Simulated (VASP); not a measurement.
# Zr in VASP: further runs, part 2 of 2

VASP 6.6.1.

## (4) Electric field gradients, PBE (xy shear strain of -2 %)

The input, INCAR:

```
PREC = Accurate
ENCUT = 520
EDIFF = 1E-8
ISMEAR = -1
SIGMA = 0.03
LREAL = F
LASPH = T
NELM = 100
ALGO = Normal
ISIF = 2
LWAVE = F
LCHARG = F
GGA = PE
LEFG = T
NBANDS = 12
```

The input, KPOINTS:

```
regular mesh
0
Gamma
  16 16 16
```

The input, POSCAR:

```
Zr
1.0
   -1.8281000000      1.8281000000      1.8100000000
    1.8281000000     -1.8281000000      1.8100000000
    1.7919000000      1.7919000000     -1.8100000000
Zr
1
Direct
    0.0000000000      0.0000000000      0.0000000000
```

Potentials or basis: VASP PAW PBE potentials, release 64 (Zr_sv).

Launch:

```console
> cat potpaw_PBE.64/Zr_sv/POTCAR > POTCAR
> mpirun -np 1 vasp_std > vasp.out
```

OUTCAR:

```text
PREC = Accurate
   ENCUT = 520
   EDIFF = 1E-8
   ISMEAR = -1
   LREAL = F
   LASPH = T
   NELM = 100
   ISIF = 2
   GGA = PE

 ion  position               nearest neighbor table
   1  0.000  0.000  0.000-

  LATTYP: Found a face centered orthorhombic cell.
 ALAT       =     3.6200000000
 B/A-ratio  =     1.4000714267
 C/A-ratio  =     1.4283556980

  Lattice vectors:

 A1 = (  -0.0362000000,   3.6200000000,   0.0000000000)
 A2 = (  -1.8281000000,   1.8281000000,   1.8100000000)
 A3 = (   1.7919000000,   1.7919000000,   1.8100000000)

Analysis of symmetry for initial positions (statically):
=====================================================================
 Subroutine PRICEL returns:
 Original cell was already a primitive cell.

[... 542 lines left out ...]
  in kB      -31.0512705    -31.0512705    -31.4309894      5.6045797      0.0000000      0.0000000
  external PRESSURE =     -31.1778435 kB  Pullay stress =       0.0000000 kB

 VOLUME and BASIS-vectors are now :
 -----------------------------------------------------------------------------
  energy-cutoff  :      520.00
  volume of cell :       23.72
      direct lattice vectors                 reciprocal lattice vectors
    -1.828100000  1.828100000  1.810000000     0.002762707  0.276270721  0.276243094
     1.828100000 -1.828100000  1.810000000     0.276270721  0.002762707  0.276243094
     1.791900000  1.791900000 -1.810000000     0.279033428  0.279033428  0.000000000

 POSITION                                       TOTAL-FORCE (eV/Angst)
 -----------------------------------------------------------------------------------
      0.00000      0.00000      0.00000        -0.000000      0.000000      0.000000
 -----------------------------------------------------------------------------------
    total drift:                                0.000000      0.000000     -0.000000

  FREE ENERGIE OF THE ION-ELECTRON SYSTEM (eV)
  ---------------------------------------------------
  free  energy   TOTEN  =        -8.4290334654 eV

  energy  without entropy=       -8.4228791057  energy(sigma->0) =       -8.42595629

 Electric field gradients (V/A^2)
---------------------------------------------------------------------
 ion       V_xx      V_yy      V_zz      V_xy      V_xz      V_yz
---------------------------------------------------------------------
   1      -0.141    -0.141     0.282    10.775    -0.000    -0.000
---------------------------------------------------------------------

 Electric field gradients after diagonalization (V/A^2)
 (convention: |V_zz| > |V_xx| > |V_yy|)
----------------------------------------------------------------------
 ion       V_xx      V_yy      V_zz     asymmetry (V_yy - V_xx)/ V_zz
----------------------------------------------------------------------
   1      10.634     0.282   -10.916       0.948
----------------------------------------------------------------------

           NMR quadrupolar parameters

 Cq : quadrupolar parameter    Cq=e*Q*V_zz/h
 eta: asymmetry parameters     (V_yy - V_xx)/ V_zz
 Q  : nuclear electric quadrupole moment in mb (millibarn)
----------------------------------------------------------------------
 ion       Cq(MHz)       eta       Q (mb)
----------------------------------------------------------------------
   1      -0.026       0.948       1.000
----------------------------------------------------------------------
```

OSZICAR:

```text
N       E                     dE             d eps       ncg     rms          rms(c)
DAV:   1     0.865528034712E+02    0.86553E+02   -0.69082E+03 14936   0.995E+02
DAV:   2    -0.567861633024E+01   -0.92231E+02   -0.89728E+02 17396   0.270E+02
DAV:   3    -0.870992375397E+01   -0.30313E+01   -0.29838E+01 22476   0.411E+01
DAV:   4    -0.877387991589E+01   -0.63956E-01   -0.63926E-01 17240   0.567E+00
DAV:   5    -0.877514470402E+01   -0.12648E-02   -0.12648E-02 21572   0.592E-01    0.978E+00
DAV:   6    -0.847968778274E+01    0.29546E+00   -0.38538E-01 16176   0.569E+00    0.383E+00
DAV:   7    -0.842619631566E+01    0.53491E-01   -0.19412E-01 18380   0.384E+00    0.667E-01
DAV:   8    -0.842903356448E+01   -0.28372E-02   -0.11410E-02 17552   0.121E+00    0.119E-01
DAV:   9    -0.842904543904E+01   -0.11875E-04   -0.50002E-04 20252   0.198E-01    0.247E-02
DAV:  10    -0.842903543045E+01    0.10009E-04   -0.19420E-05 17456   0.455E-02    0.104E-02
DAV:  11    -0.842903351205E+01    0.19184E-05   -0.15511E-06 18504   0.132E-02    0.100E-03
DAV:  12    -0.842903349676E+01    0.15285E-07   -0.11713E-07 21132   0.263E-03    0.750E-04
DAV:  13    -0.842903347148E+01    0.25281E-07   -0.25288E-09  9648   0.612E-04    0.384E-04
DAV:  14    -0.842903346540E+01    0.60813E-08   -0.11359E-09  8452   0.434E-04
   1 F= -.84290335E+01 E0= -.84259563E+01  d E =-.615436E-02
```

Run time: 66 s. Hardware: 1 thread of Intel Xeon 6975P-C, shared host; peak memory 0.28 GiB.

What came out:

| Item | Value |
| --- | --- |
| Free energy | -8.4290 eV |
| Pressure | -3.1 GPa |
| Band gap on the k mesh | zero (band 6 reaches 9.60 eV, above the bottom of band 7 at 7.81 eV) |

Levels at points of the mesh, in eV from the Fermi level:
```csv
k point,band 4,band 5,band 6,band 7,band 8,band 9
"(0.00, 0.00, 0.00)",-26.06,-5.34,0.98,1.10,1.24,3.53
"(0.50, 0.00, 0.00)",-26.08,-2.73,-0.63,1.52,3.51,4.16
"(0.50, 0.50, 0.00)",-26.07,-2.74,-0.67,1.39,3.60,4.28
"(0.00, 0.00, 0.50)",-26.09,-2.72,-0.60,1.64,3.42,4.05
"(0.50, 0.50, 0.50)",-26.67,-2.46,-2.45,5.36,5.50,5.66
```

Electric field gradients, principal values (V/Å²):
```
atom  least  middle  greatest (by size)
1 Zr  0.282  10.634             -10.916
```

Caveat: the cell differs from its parent crystal (xy shear strain of -2 %); without QUAD_EFG the Cq values of the log hold for a quadrupole moment of 1 mb, not for the nuclei.
